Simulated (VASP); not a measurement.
Wanted: the native input for a VASP 6.6.1 run.

| Item | Value |
| --- | --- |
| Task | single point |
| Functional | PBE |
| Potentials or basis | VASP PAW PBE potentials, release 64 (Sn_d, O) |
| Cutoff | 520 eV |
| k mesh | 4 × 4 × 4 |
| Occupations | gaussian, width 0.1 eV |
| Spin | no spin polarisation |
| Dipole correction | no |
| Further INCAR settings | ALGO = Normal; EDIFF = 1e-07; NBANDS = 42 |

The structure of SnO3 lies in POSCAR:

```
SnO3
1.0
    6.0421142899      0.0000000000      0.0000000000
    0.0000000000      6.0421142899      0.0000000000
    0.0000000000      0.0000000000      6.0421142899
Sn O
2 6
Direct
    0.5000000000      0.5000000000      0.5000000000
    0.0000000000      0.0000000000      0.0000000000
    0.1091221595      0.5000000000      0.5000000000
    0.8908778405      0.5000000000      0.5000000000
    0.5000000000      0.1091221595      0.5000000000
    0.5000000000      0.8908778405      0.5000000000
    0.5000000000      0.5000000000      0.1091221595
    0.5000000000      0.5000000000      0.8908778405
```

The cell was built from a structure type or drawn by symmetry, and may not be a known phase.

The input as run:

INCAR

```
SYSTEM = SnO3
  PREC = Accurate
  ENCUT = 520
  EDIFF = 1E-7
  ISMEAR = 0
  SIGMA = 0.1
  LREAL = .False.
  LASPH = .True.
  NELM = 80
  ALGO = Normal
  ISIF = 2
  LWAVE = .False.
  LCHARG = .False.
  GGA = PE
  NBANDS = 42
```

KPOINTS

```
regular mesh
0
Gamma
  4 4 4
  0 0 0
```

Potentials or basis: VASP PAW PBE potentials, release 64 (Sn_d, O).

Run with:

```bash
$ cat potpaw_PBE.64/Sn_d/POTCAR potpaw_PBE.64/O/POTCAR > POTCAR
$ mpirun -np 1 vasp_std > vasp.out
```

It gave:

* Pressure: 0.3 GPa
* Largest force: 0.464 eV/Å
* Band gap on the k mesh: zero (bands 32 and 33 overlap by 0.42 eV)

Caveat: semilocal functionals underestimate gaps, so a narrow gap can read as zero; spin-orbit coupling is left out, which moves the levels of the heavy elements.

Run time: 96 s on 1 thread of Intel(R) Xeon(R) Platinum 8375C CPU @ 2.90GHz (Ice Lake) (shared host), peak memory 0.36 GiB.
